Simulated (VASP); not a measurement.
# BeCo (Pm-3m) in VASP: notebook, part 2 of 2

VASP 6.6.1.

### 3 Relaxation of volume and atoms at fixed shape, LDA, collinear spin, ferromagnetic start

This run uses another cell than the first one, of 8.85 Å³/atom, 1.083 times its volume.

Contents of INCAR:

```
PREC = Accurate
ENCUT = 600
EDIFF = 1E-6
ISMEAR = -1
SIGMA = 0.1
LREAL = F
LASPH = T
NELM = 150
ALGO = Normal
ISIF = 8
LWAVE = F
LCHARG = F
ISPIN = 2
MAGMOM = 0 2.5
LORBIT = 11
LMAXMIX = 4
GGA = CA
IBRION = 2
NSW = 80
EDIFFG = -0.01
```

Contents of KPOINTS:

```
Automatic mesh
0
Gamma
  10 10 10
```

Contents of POSCAR:

```
BeCo
1.0
    2.6060000000      0.0000000000      0.0000000000
    0.0000000000      2.6060000000      0.0000000000
    0.0000000000      0.0000000000      2.6060000000
Be Co
1 1
Direct
    0.0000000000      0.0000000000      0.0000000000
    0.5000000000      0.5000000000      0.5000000000
```

Potentials or basis: VASP PAW LDA potentials, release 64 (Be, Co).

Launch:

```console
$ cat potpaw_LDA.64/Be/POTCAR potpaw_LDA.64/Co/POTCAR > POTCAR
$ mpirun -np 1 vasp_std > vasp.out
```

OUTCAR:

```text
PREC = Accurate
   ENCUT = 600
   EDIFF = 1E-6
   ISMEAR = -1
   LREAL = F
   LASPH = T
   NELM = 150
   ISIF = 8
   ISPIN = 2
   LORBIT = 11
   GGA = CA
   IBRION = 2
   NSW = 80
   EDIFFG = -0.01

 ion  position               nearest neighbor table
   1  0.000  0.000  0.000-   2 2.26   2 2.26   2 2.26   2 2.26   2 2.26   2 2.26   2 2.26   2 2.26

   2  0.500  0.500  0.500-   1 2.26   1 2.26   1 2.26   1 2.26   1 2.26   1 2.26   1 2.26   1 2.26

  LATTYP: Found a simple cubic cell.
 ALAT       =     2.6060000000

  Lattice vectors:

 A1 = (   2.6060000000,   0.0000000000,   0.0000000000)
 A2 = (   0.0000000000,   2.6060000000,   0.0000000000)
 A3 = (   0.0000000000,   0.0000000000,   2.6060000000)

Analysis of symmetry for initial positions (statically):
=====================================================================
 Subroutine PRICEL returns:
 Original cell was already a primitive cell.

 Routine SETGRP: Setting up the symmetry group for a
 simple cubic supercell.

 Subroutine GETGRP returns: Found 48 space group operations
 (whereof 48 operations were pure point group operations)
 out of a pool of 48 trial point group operations.

The static configuration has the point symmetry O_h .

Analysis of symmetry for dynamics (positions and initial velocities):
=====================================================================
 Subroutine PRICEL returns:
 Original cell was already a primitive cell.

 Routine SETGRP: Setting up the symmetry group for a
 simple cubic supercell.

 Subroutine GETGRP returns: Found 48 space group operations
 (whereof 48 operations were pure point group operations)
 out of a pool of 48 trial point group operations.

The dynamic configuration has the point symmetry O_h .

Analysis of structural, dynamic, and magnetic symmetry:
=====================================================================
 Subroutine PRICEL returns:
 Original cell was already a primitive cell.

 Routine SETGRP: Setting up the symmetry group for a
 simple cubic supercell.

 Subroutine GETGRP returns: Found 48 space group operations
 (whereof 48 operations were pure point group operations)
 out of a pool of 48 trial point group operations.

The overall configuration has the point symmetry O_h .

 Subroutine INISYM returns: Found 48 space group operations
 (whereof 48 operations are pure point group operations),
 and found     1 'primitive' translations

----------------------------------------------------------------------------------------

                                     Primitive cell

  volume of cell :      17.6980

  direct lattice vectors                    reciprocal lattice vectors
     2.606000000  0.000000000  0.000000000     0.383729854  0.000000000  0.000000000
     0.000000000  2.606000000  0.000000000     0.000000000  0.383729854  0.000000000
     0.000000000  0.000000000  2.606000000     0.000000000  0.000000000  0.383729854

  length of vectors
     2.606000000  2.606000000  2.606000000     0.383729854  0.383729854  0.383729854

  position of ions in fractional coordinates (direct lattice)
[... 73 lines left out ...]
   ISPIN  =      2    spin polarized calculation?
   LNONCOLLINEAR =      F non collinear calculations
   LSORBIT =      F    spin-orbit coupling
   LASPH  =      T    aspherical Exc in radial PAW
   ENCUT  =  600.0 eV  44.10 Ry    6.64 a.u.   5.20  5.20  5.20*2*pi/ulx,y,z
   NELM   =    150;   NELMIN=  2; NELMDL= -5     # of ELM steps
   EDIFF  = 0.1E-05   stopping-criterion for ELM
   LREAL  =      F    real-space projection
   EDIFFG = -.1E-01   stopping-criterion for IOM
   NSW    =     80    number of steps for IOM
   IBRION =      2    ionic relax: 0-MD 1-quasi-New 2-CG
   NFREE  =      1    steps in history (QN), initial steepest desc. (CG)
   ISIF   =      8    stress and relaxation
   ISYM   =      2    0-nonsym 1-usesym 2-fastsym
   POTIM  = 0.5000    time-step for ionic-motion
   TEBEG  =    0.0;   TEEND  =   0.0 temperature during run
   PSTRESS=    0.0 pullay stress
   NELECT =      11.0000    total number of electrons
   NUPDOWN=      -1.0000    fix difference up-down
   EMIN   =  10.00;   EMAX   =-10.00  energy-range for DOS
   EFERMI =   0.00;   METHOD = LEGACY
   ISMEAR =    -1;   SIGMA  =   0.10  broadening in eV -4-tet -1-fermi 0-gaus
   EFERMI_NEDOS =   21; number of points for ismear=-14 and -15
   IALGO  =     38    algorithm
   IMIX   =      4    mixing-type and parameters
     AMIX     =   0.40;   BMIX     =  1.00
     AMIX_MAG =   1.60;   BMIX_MAG =  1.00
  volume/ion in A,a.u.               =       8.85        59.72
  Fermi-wavevector in a.u.,A,eV,Ry     =   1.397112  2.640159 26.557522  1.951923
  Thomas-Fermi vector in A             =   2.520400
   LORBIT       =     11    0 simple, 1 ext, 2 COOP (PROOUT), +10 PAW based schemes
   GGA     = CA    functional components
   LHFCALC =     F    Hartree Fock is set to
   AEXX    =    0.0000 exact exchange contribution
   IVDW    =     0    specifies the selected vdW correction
   LEPSILON=     F    determine dielectric tensor
   LRPA    =     F    only Hartree local field effects (RPA)
 conjugate gradient relaxation of ions
 spin polarized calculation
  energy-cutoff  :      600.00
  volume of cell :       17.70
 maximum number of plane-waves:       624
 NGX is ok and might be reduce to    24
   NGX = 11   NGY = 11   NGZ = 11

--------------------------------------- Ionic step        1  -------------------------------------------

 number of electron      11.0000006 magnetization       0.1475100

 Free energy of the ion-electron system (eV)
  ---------------------------------------------------
  ext. energy  EPLUGINS =         0.00000000
  ---------------------------------------------------
  free energy    TOTEN  =       -13.03583118 eV

  energy without entropy =      -12.96540538  energy(sigma->0) =      -13.00061828

------------------------ aborting loop because EDIFF is reached ----------------------------------------

  FORCE on cell =-STRESS in cart. coord.  units (eV):
  Direction    XX          YY          ZZ          XY          YZ          ZX
  --------------------------------------------------------------------------------------
  -------------------------------------------------------------------------------------
  Total       -1.6781609     -1.6781609     -1.6781609      0.0000000      0.0000000      0.0000000
  in kB     -151.9220990   -151.9220990   -151.9220990      0.0000000      0.0000000      0.0000000
  external PRESSURE =    -151.9220990 kB  Pullay stress =       0.0000000 kB
[... 23 lines left out ...]
--------------------------------------- Ionic step        2  -------------------------------------------

 number of electron      11.0000002 magnetization       0.0080599

 E-fermi :  10.0345     XC(G=0): -13.3203

 val. band max:       10.0162976817   @ k =   0.3000   0.1000   0.0000
 cond. band min:      10.0465582020   @ k =   0.4000   0.1000   0.0000
 fundamental gap:      0.0302605203
 Fermi energy:        10.0345138571

 spin component 1

 k-point     1 :       0.0000    0.0000    0.0000
  band No.  band energies     occupation
      1      -0.0204      1.00000
      2       6.8817      1.00000
      3       6.8817      1.00000
      4      10.0475      0.46766
      5      10.0475      0.46765
      6      10.0475      0.46765
      7      18.2482      0.00000
      8      18.2482      0.00000
      9      18.2482      0.00000
     10      26.5434      0.00000
[... 650 lines left out ...]
--------------------------------------- Ionic step        3  -------------------------------------------

 number of electron      10.9999997 magnetization       0.0011963

 Free energy of the ion-electron system (eV)
  ---------------------------------------------------
  ext. energy  EPLUGINS =         0.00000000
  ---------------------------------------------------
  free energy    TOTEN  =       -13.10319780 eV

  energy without entropy =      -13.03789624  energy(sigma->0) =      -13.07054702

 E-fermi :   9.4267     XC(G=0): -13.0838

 val. band max:        9.4025131594   @ k =   0.3000   0.1000   0.0000
 cond. band min:       9.4370671310   @ k =   0.4000   0.1000   0.0000
 fundamental gap:      0.0345539716
 Fermi energy:         9.4266600608

 spin component 1

 k-point     1 :       0.0000    0.0000    0.0000
  band No.  band energies     occupation
      1      -0.3731      1.00000
      2       6.4777      1.00000
      3       6.4777      1.00000
      4       9.4377      0.47230
      5       9.4378      0.47230
      6       9.4378      0.47230
      7      17.4106      0.00000
      8      17.4106      0.00000
      9      17.4106      0.00000
     10      25.4816      0.00000
[... 644 lines left out ...]
  FREE ENERGIE OF THE ION-ELECTRON SYSTEM (eV)
  ---------------------------------------------------
  free  energy   TOTEN  =       -13.1031977993 eV

  energy  without entropy=      -13.0378962431  energy(sigma->0) =      -13.07054702

 reached required accuracy - stopping structural energy minimisation

 total charge

# of ion       s       p       d       tot
------------------------------------------
    1        0.474   0.781   0.000   1.255
    2        0.510   0.623   7.495   8.628
--------------------------------------------------
tot          0.984   1.404   7.495   9.883

 magnetization (x)

# of ion       s       p       d       tot
------------------------------------------
    1       -0.000  -0.000   0.000  -0.000
    2       -0.000   0.000   0.001   0.001
--------------------------------------------------
tot         -0.000  -0.000   0.001   0.001
```

OSZICAR:

```text
N       E                     dE             d eps       ncg     rms          rms(c)
DAV:   1     0.308629321995E+02    0.30863E+02   -0.60766E+03  2264   0.144E+03
DAV:   2    -0.142532309740E+02   -0.45116E+02   -0.42727E+02  2256   0.191E+02
[... 33 lines left out ...]
DAV:   2    -0.136986608379E+02   -0.21971E+00   -0.12355E+01  2532   0.507E+01    0.561E+00
DAV:   3    -0.131124796819E+02    0.58618E+00   -0.37341E+00  2496   0.310E+01    0.841E-01
DAV:   4    -0.131062343337E+02    0.62453E-02   -0.11000E-02  2292   0.127E+00    0.507E-01
DAV:   5    -0.131031823551E+02    0.30520E-02   -0.73120E-03  3288   0.857E-01    0.368E-02
DAV:   6    -0.131032000700E+02   -0.17715E-04   -0.61445E-05  2376   0.999E-02    0.219E-02
DAV:   7    -0.131031978555E+02    0.22145E-05   -0.16449E-05  2936   0.523E-02    0.424E-03
DAV:   8    -0.131031977993E+02    0.56147E-07   -0.21158E-07  1174   0.505E-03
   3 F= -.13103198E+02 E0= -.13070547E+02  d E =-.673666E-01  mag=     0.0010
```

CONTCAR:

```text
BeCo
   1.00000000000000
     2.5394326781823615    0.0000000000000000    0.0000000000000000
     0.0000000000000000    2.5394326781823615    0.0000000000000000
     0.0000000000000000    0.0000000000000000    2.5394326781823615
  Be              Co
     1     1
Direct
     0.0000000000000000    0.0000000000000000    0.0000000000000000
     0.5000000000000000    0.5000000000000000    0.5000000000000000

  0.00000000E+00  0.00000000E+00  0.00000000E+00
  0.00000000E+00  0.00000000E+00  0.00000000E+00
```

It took 97 s on 1 thread of AMD EPYC 7R43 (Zen 3), shared host; peak memory 0.12 GiB.

What came out:

```
Free energy                                           : -13.1032 eV
Relaxed volume                                        : 8.19 Å³/atom
Relaxed cell                                          : a = 2.539 Å, b = 2.539 Å, c = 2.539 Å, α = 90.00°, β = 90.00°, γ = 90.00°
Space group after relaxing (to 0.05 Å)                : Pm-3m (No. 221)
Energy gained by relaxing                             : 33.7 meV/atom
Ionic steps                                           : 3
Pressure after relaxing                               : 0.0 GPa
Net moment                                            : 0.00 μB per cell
Valence electrons inside the program's atomic spheres : Be 1.25; Co 8.63
```

The path:
```tsv
step	energy change (eV)	largest force (eV/Å)	pressure (GPa)	volume (Å³)
1	0.0000	0.0000	-15.19	17.70
2	-0.0414	0.0000	11.64	15.63
3	-0.0674	0.0000	-0.01	16.38
```

Final structure:
```cif
data_structure
_symmetry_space_group_name_H-M 'P 1'
_symmetry_Int_Tables_number 1
_cell_length_a 2.5394
_cell_length_b 2.5394
_cell_length_c 2.5394
_cell_angle_alpha 90.000
_cell_angle_beta 90.000
_cell_angle_gamma 90.000
_cell_volume 16.38
loop_
_atom_site_label
_atom_site_type_symbol
_atom_site_fract_x
_atom_site_fract_y
_atom_site_fract_z
_atom_site_occupancy
Be1 Be 0.00000 0.00000 0.00000 1
Co1 Co 0.50000 0.50000 0.50000 1
```

Caveat: the starting moments collapsed, and a magnetic state may lie lower.
